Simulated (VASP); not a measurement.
Input of a VASP 6.6.1 run:

Contents of POSCAR:

```
LiF
1.0
    0.0000000000      2.0347691723      1.9697370552
    2.0347691723      0.0000000000      1.9697370552
    2.0347691723      2.0347691723      0.0000000000
Li F
1 1
Direct
    0.0000000000      0.0000000000      0.0000000000
    0.5000000000      0.5000000000      0.5000000000
```

The input INCAR.step1:

```
SYSTEM = LiF
PREC = Accurate
ENCUT = 500
EDIFF = 1E-8
ISMEAR = 0
SIGMA = 0.01
LREAL = .FALSE.
LASPH = .TRUE.
NELM = 60
ALGO = Normal
LWAVE = .TRUE.
LCHARG = .FALSE.
GGA = PE
```

INCAR.step2

```
SYSTEM = LiF
PREC = Accurate
ENCUT = 500
EDIFF = 1E-8
ISMEAR = 0
SIGMA = 0.01
LREAL = .FALSE.
LASPH = .TRUE.
NELM = 1
ALGO = Exact
LWAVE = .TRUE.
LCHARG = .FALSE.
GGA = PE
NBANDS = 72
LOPTICS = .TRUE.
ISTART = 1
```

The input INCAR.step3:

```
SYSTEM = LiF
PREC = Accurate
ENCUT = 500
EDIFF = 1E-8
ISMEAR = 0
SIGMA = 0.01
LREAL = .FALSE.
LASPH = .TRUE.
ALGO = EVGW0
LWAVE = .FALSE.
LCHARG = .FALSE.
GGA = PE
NELMGW = 1
NBANDS = 72
ENCUTGW = 150.0
NOMEGA = 96
PRECFOCK = Fast
ISTART = 1
NBANDSGW = 12
OMEGAMAX = 20
```

Contents of KPOINTS:

```
regular mesh
0
G
  6 6 6
  0 0 0
```

Potentials or basis: VASP PAW PBE potentials, release 64 (Li_GW, F_GW).

Run with:

```sh
$ cat potpaw_PBE.64/Li_GW/POTCAR potpaw_PBE.64/F_GW/POTCAR > POTCAR
$ cp INCAR.step1 INCAR
$ mpirun -np 1 vasp_std > vasp.out
$ cp INCAR.step2 INCAR
$ mpirun -np 1 vasp_std > vasp.out
$ cp INCAR.step3 INCAR
$ mpirun -np 1 vasp_std > vasp.out
```

What does it give for the quasiparticle gap?

13.35 eV.

Predict the least direct quasiparticle gap.

13.35 eV.

What does it give for the band gap of the starting levels on the mesh?

9.03 eV.

Caveat: the k points lie up to 0.45 Å⁻¹ apart; bands, screening cutoff and mesh are small and nothing is extrapolated, so the quasiparticle values aren't converged.
